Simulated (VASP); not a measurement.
# Al2Cu (I4/mmm) in VASP: a series of runs

The runs below take Al2Cu through single point, with PBE+D3(BJ), PBE.

Program: VASP 6.6.1. These are calculated values, not measurements. Logs are shortened: lines on timing, memory, paths and dates and some standing lists are left out, and cuts for length are marked.

## Step 1: The cell of the first run

The structure is tetragonal, space group I4/mmm (No. 139). The conventional cell has a = 4.185 Å, b = 4.185 Å, c = 5.590 Å, α = 90.00°, β = 90.00°, γ = 90.00°. Within 3.3 Å of Al (site symmetry -4m2) lie 4 Cu at 2.52 Å and 6 Al at 2.79 to 2.96 Å. Cu (site symmetry 4/mmm) has 8 Al at 2.52 Å within 3.3 Å.

## Step 2: Single point, PBE+D3(BJ)

The input, INCAR:

```
  PREC = Accurate
  ENCUT = 520
  EDIFF = 1E-6
  ISMEAR = 0
  SIGMA = 0.15
  LREAL = F
  LASPH = T
  NELM = 100
  ALGO = Fast
  ISIF = 2
  LWAVE = F
  LCHARG = F
  GGA = PE
  IVDW = 12
  NBANDS = 16
```

The input, KPOINTS:

```
regular mesh
0
Gamma
  14 14 14
```

The input, POSCAR:

```
Al2Cu
1.0
   -2.0922936102      2.0922936102      2.7950000000
    2.0922936102     -2.0922936102      2.7950000000
    2.0922936102      2.0922936102     -2.7950000000
Al Cu
2 1
Direct
    0.7500000000      0.2500000000      0.5000000000
    0.2500000000      0.7500000000      0.5000000000
    0.5000000000      0.5000000000      0.0000000000
```

Potentials or basis: VASP PAW PBE potentials, release 64 (Al, Cu).

Command:

```console
cat potpaw_PBE.64/Al/POTCAR potpaw_PBE.64/Cu/POTCAR > POTCAR
mpirun -np 1 vasp_std > vasp.out
```

OUTCAR:

```text
PREC = Accurate
   ENCUT = 520
   EDIFF = 1E-6
   ISMEAR = 0
   LREAL = F
   LASPH = T
   NELM = 100
   ISIF = 2
   GGA = PE
   IVDW = 12
 IVDW          = 12

 ion  position               nearest neighbor table
   1  0.750  0.250  0.500-   3 2.52   3 2.52   3 2.52   3 2.52   2 2.79   2 2.79   2 2.96   2 2.96
                             2 2.96   2 2.96
   2  0.250  0.750  0.500-   3 2.52   3 2.52   3 2.52   3 2.52   1 2.79   1 2.79   1 2.96   1 2.96
                             1 2.96   1 2.96
   3  0.500  0.500  0.000-   2 2.52   1 2.52   2 2.52   1 2.52   1 2.52   2 2.52   1 2.52   2 2.52

  LATTYP: Found a body centered tetragonal cell.
 ALAT       =     4.1845872204
 C/A-ratio  =     1.3358545791

  Lattice vectors:

 A1 = (  -2.0922936102,   2.0922936102,   2.7950000000)
 A2 = (   2.0922936102,  -2.0922936102,   2.7950000000)
 A3 = (   2.0922936102,   2.0922936102,  -2.7950000000)

Analysis of symmetry for initial positions (statically):
=====================================================================
 Subroutine PRICEL returns:
 Original cell was already a primitive cell.

 Routine SETGRP: Setting up the symmetry group for a
 body centered tetragonal supercell.

 Subroutine GETGRP returns: Found 16 space group operations
 (whereof 16 operations were pure point group operations)
 out of a pool of 16 trial point group operations.

The static configuration has the point symmetry D_4h.

Analysis of symmetry for dynamics (positions and initial velocities):
=====================================================================
 Subroutine PRICEL returns:
 Original cell was already a primitive cell.

 Routine SETGRP: Setting up the symmetry group for a
 body centered tetragonal supercell.

 Subroutine GETGRP returns: Found 16 space group operations
 (whereof 16 operations were pure point group operations)
 out of a pool of 16 trial point group operations.

The dynamic configuration has the point symmetry D_4h.

 Subroutine INISYM returns: Found 16 space group operations
 (whereof 16 operations are pure point group operations),
 and found     1 'primitive' translations

----------------------------------------------------------------------------------------

                                     Primitive cell

  volume of cell :      48.9426

  direct lattice vectors                    reciprocal lattice vectors
    -2.092293610  2.092293610  2.795000000     0.000000000  0.238972197  0.178890877
     2.092293610 -2.092293610  2.795000000     0.238972197  0.000000000  0.178890877
     2.092293610  2.092293610 -2.795000000     0.238972197  0.238972197  0.000000000

  length of vectors
     4.070308355  4.070308355  4.070308355     0.298512406  0.298512406  0.337957721

  position of ions in fractional coordinates (direct lattice)
     0.750000000  0.250000000  0.500000000
     0.250000000  0.750000000  0.500000000
     0.500000000  0.500000000  0.000000000

  ion indices of the primitive-cell ions
   primitive index   ion index
                 1           1
                 2           2
                 3           3

----------------------------------------------------------------------------------------

 KPOINTS: regular mesh

Automatic generation of k-mesh.
 Grid dimensions read from file:
 generate k-points for:   14   14   14

 Generating k-lattice:

  Cartesian coordinates                     Fractional coordinates (reciprocal lattice)
     0.000000000  0.017069443  0.012777920     0.071428571  0.000000000  0.000000000
     0.017069443  0.000000000  0.012777920     0.000000000  0.071428571  0.000000000
     0.017069443  0.017069443  0.000000000     0.000000000  0.000000000  0.071428571

  Length of vectors
     0.021322315  0.021322315  0.024139837

  Shift w.r.t. Gamma in fractional coordinates (k-lattice)
     0.000000000  0.000000000  0.000000000

 Subroutine IBZKPT returns following result:
 ===========================================

 Found    244 irreducible k-points:

 Following reciprocal coordinates:
            Coordinates               Weight
  0.000000  0.000000  0.000000      1.000000
  0.071429 -0.000000  0.000000      8.000000
  0.142857  0.000000  0.000000      8.000000
  0.214286 -0.000000  0.000000      8.000000
  0.285714 -0.000000  0.000000      8.000000
  0.357143  0.000000  0.000000      8.000000
[... 16 lines left out ...]
  0.214286  0.142857 -0.000000     16.000000
  0.285714  0.142857  0.000000     16.000000
 [... further k-points ...]
   k-points           NKPTS =    244   k-points in BZ     NKDIM =    244   number of bands    NBANDS=     16
   number of dos      NEDOS =    301   number of ions     NIONS =      3
   total plane-waves  NPLWV =  27000
   dimension x,y,z NGX =    30 NGY =   30 NGZ =   30
   dimension x,y,z NGXF=    60 NGYF=   60 NGZF=   60
   ions per type =               2   1
   NGX,Y,Z   is equivalent  to a cutoff of  12.25, 12.25, 12.25 a.u.
   NGXF,Y,Z  is equivalent  to a cutoff of  24.51, 24.51, 24.51 a.u.
 SYSTEM =  unknown system
   PREC   = accura    normal or accurate (medium, high low for compatibility)
   ISTART =      0    job   : 0-new  1-cont  2-samecut
   ICHARG =      2    charge: 1-file 2-atom 10-const
   ISPIN  =      1    spin polarized calculation?
   LNONCOLLINEAR =      F non collinear calculations
   LSORBIT =      F    spin-orbit coupling
   LASPH  =      T    aspherical Exc in radial PAW
   ENCUT  =  520.0 eV  38.22 Ry    6.18 a.u.   7.57  7.57  7.57*2*pi/ulx,y,z
   NELM   =    100;   NELMIN=  2; NELMDL= -5     # of ELM steps
   EDIFF  = 0.1E-05   stopping-criterion for ELM
   LREAL  =      F    real-space projection
   EDIFFG = 0.1E-04   stopping-criterion for IOM
   NSW    =      0    number of steps for IOM
   IBRION =     -1    ionic relax: 0-MD 1-quasi-New 2-CG
   NFREE  =      0    steps in history (QN), initial steepest desc. (CG)
   ISIF   =      2    stress and relaxation
   ISYM   =      2    0-nonsym 1-usesym 2-fastsym
   POTIM  = 0.5000    time-step for ionic-motion
   TEBEG  =    0.0;   TEEND  =   0.0 temperature during run
   PSTRESS=    0.0 pullay stress
   NELECT =      17.0000    total number of electrons
   NUPDOWN=      -1.0000    fix difference up-down
   EMIN   =  10.00;   EMAX   =-10.00  energy-range for DOS
   EFERMI =   0.00;   METHOD = LEGACY
   ISMEAR =     0;   SIGMA  =   0.15  broadening in eV -4-tet -1-fermi 0-gaus
   EFERMI_NEDOS =   21; number of points for ismear=-14 and -15
   IALGO  =     68    algorithm
   IMIX   =      4    mixing-type and parameters
     AMIX     =   0.40;   BMIX     =  1.00
     AMIX_MAG =   1.60;   BMIX_MAG =  1.00
  volume/ion in A,a.u.               =      16.31       110.09
  Fermi-wavevector in a.u.,A,eV,Ry     =   1.150788  2.174675 18.018383  1.324314
  Thomas-Fermi vector in A             =   2.287450
   LORBIT       =      0    0 simple, 1 ext, 2 COOP (PROOUT), +10 PAW based schemes
   GGA     = PE    functional components
   LHFCALC =     F    Hartree Fock is set to
   AEXX    =    0.0000 exact exchange contribution
   IVDW    =    12    specifies the selected vdW correction
   LEPSILON=     F    determine dielectric tensor
   LRPA    =     F    only Hartree local field effects (RPA)
 non-spin polarized calculation
 RMM-DIIS sequential band-by-band and
 Gauss-broadening in eV      SIGMA  =   0.15
  energy-cutoff  :      520.00
  volume of cell :       48.94
 maximum number of plane-waves:      1339
   NGX = 15   NGY = 15   NGZ = 15

 number of electron      16.9999993 magnetization

 Free energy of the ion-electron system (eV)
  ---------------------------------------------------
  ext. energy  EPLUGINS =         0.00000000
  ---------------------------------------------------
  free energy    TOTEN  =       -11.72027149 eV

  energy without entropy =      -11.70967863  energy(sigma->0) =      -11.71497506

 E-fermi :   6.7739     XC(G=0): -10.3554

 val. band max:        6.7682818127   @ k =  -0.3571  -0.3571   0.3571
 cond. band min:       6.7752975575   @ k =   0.4286   0.0714   0.0714
 fundamental gap:      0.0070157448
 Fermi energy:         6.7738513878

 k-point     1 :       0.0000    0.0000    0.0000
  band No.  band energies     occupation
      1      -3.2706      2.00000
      2       2.3022      2.00000
      3       2.3572      2.00000
      4       2.3572      2.00000
      5       2.8338      2.00000
      6       2.9200      2.00000
[... 8 lines left out ...]
     15      13.0314      0.00000
     16      13.8405      0.00000

 k-point     2 :       0.0714   -0.0000    0.0000
  band No.  band energies     occupation
      1      -3.2034      2.00000
      2       2.2946      2.00000
      3       2.3527      2.00000
      4       2.3668      2.00000
      5       2.8318      2.00000
      6       2.9166      2.00000
[... 8 lines left out ...]
     15      12.7206      0.00000
     16      13.8918      0.00000

 k-point     3 :       0.1429    0.0000    0.0000
  band No.  band energies     occupation
      1      -3.0026      2.00000
      2       2.2361      2.00000
      3       2.3709      2.00000
      4       2.3924      2.00000
      5       2.8291      2.00000
      6       2.9086      2.00000
[... 8 lines left out ...]
     15      12.7269      0.00000
     16      13.4401      0.00000

 k-point     4 :       0.2143   -0.0000    0.0000
  band No.  band energies     occupation
      1      -2.6707      2.00000
      2       2.1117      2.00000
      3       2.4094      2.00000
      4       2.4236      2.00000
      5       2.8341      2.00000
      6       2.9017      2.00000
[... 8 lines left out ...]
     15      12.8947      0.00000
     16      13.8230      0.00000

 k-point     5 :       0.2857   -0.0000    0.0000
  band No.  band energies     occupation
      1      -2.2132      2.00000
      2       1.8903      2.00000
      3       2.4478      2.00000
      4       2.4488      2.00000
      5       2.8553      2.00000
      6       2.9025      2.00000
[... 8 lines left out ...]
     15      13.5971      0.00000
     16      14.8626      0.00000

 k-point     6 :       0.3571    0.0000    0.0000
  band No.  band energies     occupation
      1      -1.6422      2.00000
      2       1.4773      2.00000
      3       2.4583      2.00000
      4       2.4768      2.00000
      5       2.8910      2.00000
      6       2.9123      2.00000
[... 8 lines left out ...]
     15      14.7156      0.00000
     16      15.9831      0.00000
[... 267 lines left out ...]
 k-point    21 :      -0.0714    0.0714    0.0000
  band No.  band energies     occupation
      1      -3.1844      2.00000
      2       2.3150      2.00000
      3       2.3316      2.00000
      4       2.3725      2.00000
      5       2.8237      2.00000
      6       2.9206      2.00000
[... 8 lines left out ...]
     15      13.1459      0.00000
     16      14.1423      0.00000

 k-point    22 :       0.1429    0.1429    0.0000
  band No.  band energies     occupation
      1      -2.5461      2.00000
      2       2.0740      2.00000
      3       2.4190      2.00000
      4       2.4404      2.00000
      5       2.8271      2.00000
      6       2.9078      2.00000
[... 8 lines left out ...]
     15      13.4589      0.00000
     16      15.2216      0.00000

 k-point    23 :       0.2143    0.1429   -0.0000
  band No.  band energies     occupation
      1      -2.1249      2.00000
      2       1.9189      2.00000
      3       2.4232      2.00000
      4       2.4884      2.00000
      5       2.8234      2.00000
      6       2.9270      2.00000
[... 8 lines left out ...]
     15      13.5409      0.00000
     16      16.2492      0.00000

 k-point    24 :       0.2857    0.1429    0.0000
  band No.  band energies     occupation
      1      -1.5856      2.00000
      2       1.6409      2.00000
      3       2.4162      2.00000
      4       2.5268      2.00000
      5       2.8363      2.00000
      6       2.9499      2.00000
[... 8 lines left out ...]
     15      13.9427      0.00000
     16      17.2299      0.00000

 [... further k-points ...]

------------------------ aborting loop because EDIFF is reached ----------------------------------------

 Edisp (eV)   -1.09955

 E8    (eV) :    -0.4867

  FORCE on cell =-STRESS in cart. coord.  units (eV):
  Direction    XX          YY          ZZ          XY          YZ          ZX
  --------------------------------------------------------------------------------------
  -------------------------------------------------------------------------------------
  Total      -1.92325    -1.92325    -0.26106     0.00000    -0.00000     0.00000
  in kB     -62.95913   -62.95913    -8.54587     0.00000    -0.00000     0.00000
  external pressure =      -44.82 kB  Pullay stress =        0.00 kB

 VOLUME and BASIS-vectors are now :
 -----------------------------------------------------------------------------
  energy-cutoff  :      520.00
  volume of cell :       48.94
      direct lattice vectors                 reciprocal lattice vectors
    -2.092293610  2.092293610  2.795000000     0.000000000  0.238972197  0.178890877
     2.092293610 -2.092293610  2.795000000     0.238972197  0.000000000  0.178890877
     2.092293610  2.092293610 -2.795000000     0.238972197  0.238972197  0.000000000

 POSITION                                       TOTAL-FORCE (eV/Angst)
 -----------------------------------------------------------------------------------
      0.00000      2.09229      1.39750         0.000000      0.000000     -0.000000
      2.09229      0.00000      1.39750        -0.000000     -0.000000      0.000000
      0.00000      0.00000      2.79500        -0.000000      0.000000      0.000000
 -----------------------------------------------------------------------------------
    total drift:                                0.000000     -0.000000      0.000000

  FREE ENERGIE OF THE ION-ELECTRON SYSTEM (eV)
  ---------------------------------------------------
  free  energy   TOTEN  =       -12.8198221840 eV

  energy  without entropy=      -12.8092293301  energy(sigma->0) =      -12.81452576
```

Wall time 1.9 min (1 thread of AMD EPYC 9R45 (Zen 5), shared host); peak memory 0.29 GiB.

What came out:

```
Free energy                : -12.8198 eV
Pressure                   : -4.5 GPa
Band gap on the k mesh     : zero (an odd number of electrons rules out a gap without spin polarisation)
Dispersion energy per atom : -0.367 eV
```

Levels at points of the mesh, in eV from the Fermi level:
| k point | band 5 | band 6 | band 7 | band 8 | band 9 | band 10 | band 11 | band 12 | band 13 | band 14 |
| --- | --- | --- | --- | --- | --- | --- | --- | --- | --- | --- |
| (0.00, 0.00, 0.00) | -3.94 | -3.85 | 2.41 | 2.79 | 2.79 | 3.04 | 3.04 | 3.20 | 3.94 | 6.26 |
| (0.50, 0.00, 0.00) | -3.89 | -3.83 | -3.80 | 0.39 | 0.82 | 2.71 | 2.72 | 3.91 | 4.36 | 9.23 |
| (0.50, 0.50, 0.00) | -3.92 | -3.77 | -3.66 | -2.00 | -1.59 | 0.45 | 1.69 | 8.81 | 9.52 | 10.41 |
| (0.50, 0.50, 0.50) | -3.93 | -3.76 | -3.53 | -2.16 | -2.16 | -0.21 | 1.34 | 8.98 | 10.15 | 10.15 |

Caveat: the cell stands under tension.

## Step 3: Single point, PBE

This run uses another cell than the first one, of 16.60 Å³/atom.

The input, INCAR:

```
ALGO = Fast ; EDIFF = 1E-6
ENCUT = 520 ; GGA = PE
ISIF = 2 ; ISMEAR = 0
LASPH = True ; LCHARG = False
LREAL = False ; LWAVE = False
NBANDS = 16 ; NELM = 100
PREC = Accurate ; SIGMA = 0.15
```

The input, KPOINTS:

```
k-points
0
Gamma
  14 14 14
```

The input, POSCAR:

```
Al2Cu
1.0
   -2.0922936102      2.0922936102      2.8432000000
    2.0922936102     -2.0922936102      2.8432000000
    2.0922936102      2.0922936102     -2.8432000000
Al Cu
2 1
Direct
    0.7500000000      0.2500000000      0.5000000000
    0.2500000000      0.7500000000      0.5000000000
    0.5000000000      0.5000000000      0.0000000000
```

Potentials or basis: VASP PAW PBE potentials, release 64 (Al, Cu).

Command:

```console
cat potpaw_PBE.64/Al/POTCAR potpaw_PBE.64/Cu/POTCAR > POTCAR
mpirun -np 1 vasp_std > vasp.out
```

Run time: 2.1 min. Hardware: 1 thread of AMD EPYC 9R45 (Zen 5), shared host; peak memory 0.29 GiB.

The run converged. Its results:

```yaml
Free_energy: -11.7280 eV
Pressure: -2.4 GPa
Band_gap_on_the_k_mesh: zero (an odd number of electrons rules out a gap without spin polarisation)
```

Stress tensor (GPa, compression positive):
```
-3.59  0.00  0.00
 0.00 -3.59  0.00
 0.00  0.00 -0.09
```

Levels at points of the mesh, in eV from the Fermi level:
| k point | band 6 | band 7 | band 8 | band 9 | band 10 | band 11 | band 12 | band 13 |
| --- | --- | --- | --- | --- | --- | --- | --- | --- |
| (0.00, 0.00, 0.00) | -3.82 | 2.48 | 2.83 | 2.83 | 2.91 | 2.91 | 3.11 | 3.76 |
| (0.50, 0.00, 0.00) | -3.79 | -3.77 | 0.46 | 0.77 | 2.72 | 2.76 | 3.66 | 4.26 |
| (0.50, 0.50, 0.00) | -3.71 | -3.62 | -1.95 | -1.67 | 0.31 | 1.66 | 8.81 | 9.60 |
| (0.50, 0.50, 0.50) | -3.71 | -3.52 | -2.06 | -2.06 | -0.15 | 1.42 | 8.91 | 10.03 |

[end of part 1 of 2]
